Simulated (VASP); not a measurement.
Mo2W: single point with PBE

The system is Mo2W.

```
Mo W
1.0
     4.48579    0.00000    0.00000
    -2.24290    3.88481    0.00000
     0.00000    0.00000    2.73332
Mo W
2 1
Direct
  0.33333 0.66667 0.33472
  0.66667 0.33333 0.66528
  0.00000 0.00000 0.00000
```

```
Program                : VASP 6.6.1
Task                   : single point
Functional             : PBE
Potentials or basis    : VASP PAW PBE potentials, release 64 (Mo_sv, W_sv)
Cutoff                 : 520 eV
k mesh                 : 6 × 6 × 6
Occupations            : gaussian, width 0.1 eV
Spin                   : no spin polarisation
Dipole correction      : no
Further INCAR settings : ALGO = Fast; EDIFF = 1e-07; NBANDS = 28
```

```
Pressure               : 0.4 GPa
Largest force          : 0.007 eV/Å
Band gap on the k mesh : zero (band 21 reaches 13.99 eV, above the bottom of band 22 at 10.76 eV)
```

Forces on the atoms (eV/Å):
```
Mo   0.000  0.000  0.007
Mo   0.000  0.000 -0.007
W    0.000  0.000  0.000
```

Stress tensor (GPa, compression positive):
```
0.47 0.00 0.00
0.00 0.47 0.00
0.00 0.00 0.34
```

Levels at points of the mesh, in eV from the Fermi level:
```tsv
k point	band 17	band 18	band 19	band 20	band 21	band 22	band 23	band 24	band 25	band 26
(0.00, 0.00, 0.00)	-2.53	-2.34	-2.34	-1.37	-1.29	-1.29	1.73	1.73	2.03	2.03
(0.50, 0.00, 0.00)	-2.55	-2.47	-2.37	-2.31	0.78	1.07	1.22	1.71	1.97	2.19
(0.00, 0.00, 0.50)	-3.18	-3.17	-3.17	-3.06	1.93	1.93	2.51	2.51	4.20	4.26
(0.50, 0.00, 0.50)	-3.53	-3.41	-1.91	-1.79	1.08	1.27	1.50	1.77	2.52	2.81
```

Run time: 36 s on 1 thread of AMD EPYC 9R45 96-Core Processor (Zen 5) (shared host), peak memory 0.15 GiB.

Caveat: the k points lie up to 0.38 Å⁻¹ apart; spin-orbit coupling is left out, which moves the levels of the heavy elements.
